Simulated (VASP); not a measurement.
Here is a VASP 6.6.1 calculation.

The input INCAR:

```
SYSTEM = BeSe
PREC = Accurate ; ENCUT = 600
EDIFF = 1E-6 ; ISMEAR = 0
SIGMA = 0.1 ; LREAL = .False.
LASPH = .True. ; NELM = 120
ALGO = Normal ; ISIF = 2
LWAVE = .False. ; LCHARG = .False.
GGA = PE ; IVDW = 13
NBANDS = 11 ; GGA_COMPAT = .False.
```

The input KPOINTS:

```
Automatic mesh
0
Gamma
  6 6 6
  0 0 0
```

The input POSCAR:

```
BeSe
1.0
    0.0000000000      2.5700000000      2.5700000000
    2.5700000000      0.0000000000      2.5700000000
    2.5700000000      2.5700000000      0.0000000000
Be Se
1 1
Direct
    0.0000000000      0.0000000000      0.0000000000
    0.2500000000      0.2500000000      0.2500000000
```

Potentials or basis: VASP PAW PBE potentials, release 64 (Be, Se).

Launch:

```bash
$ cat potpaw_PBE.64/Be/POTCAR potpaw_PBE.64/Se/POTCAR > POTCAR
$ mpirun -np 1 vasp_std > vasp.out
```

Task: Predict the dispersion energy per atom.

Result: -0.277 eV.

Task: Estimate the pressure.

Result: -0.5 GPa.
